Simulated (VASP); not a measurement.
**Sn: single point with PBEsol+D3(BJ)**

Sn:

```
Sn
1.0
    -1.72654    1.77555    2.33834
     1.72654   -1.77555    2.33834
     1.72654    1.77555   -2.33834
Sn
1
Direct
  0.00000 0.00000 0.00000
```

```
Program                : VASP 6.6.1
Task                   : single point
Functional             : PBEsol
Dispersion             : D3(BJ)
Potentials or basis    : VASP PAW PBE potentials, release 64 (Sn_d)
Cutoff                 : 520 eV
k mesh                 : 20 × 20 × 20
Occupations            : gaussian, width 0.15 eV
Spin                   : no spin polarisation
Dipole correction      : no
Further INCAR settings : ALGO = Fast; EDIFF = 1e-07; NBANDS = 13
```

```json
{
  "Pressure": "-5.8 GPa",
  "Band gap on the k mesh": "zero (bands 7 and 8 overlap by 8.98 eV)",
  "Dispersion energy per atom": "-0.368 eV"
}
```

Stress tensor (GPa, compression positive):
```
-5.36  0.00  0.00
 0.00 -6.16  0.00
 0.00  0.00 -5.83
```

Levels at points of the mesh, in eV from the Fermi level:
```csv
k point,band 3,band 4,band 5,band 6,band 7,band 8,band 9,band 10,band 11,band 12
"(0.00, 0.00, 0.00)",-21.44,-21.41,-21.37,-10.80,6.99,7.13,7.54,10.60,11.11,11.61
"(0.50, 0.00, 0.00)",-21.44,-21.34,-21.32,-6.87,-4.42,5.21,5.96,9.66,10.06,10.19
"(0.00, 0.50, 0.00)",-21.43,-21.32,-21.32,-6.63,-4.36,4.79,5.66,9.17,9.63,10.02
"(0.50, 0.50, 0.00)",-21.33,-21.32,-21.30,-5.25,-3.60,2.03,2.41,5.49,5.90,19.09
"(0.50, 0.50, 0.50)",-21.33,-21.30,-21.30,-4.49,-3.10,1.19,1.82,4.59,5.44,19.16
```

Run time: 13 min on 1 thread of Intel Xeon 8259CL, on a shared host, peak memory 0.5 GiB.

Caveat: the cell stands under tension; the PAW data sets were made with another functional, which shifts forces and pressure a little; spin-orbit coupling is left out, which moves the levels of the heavy elements.
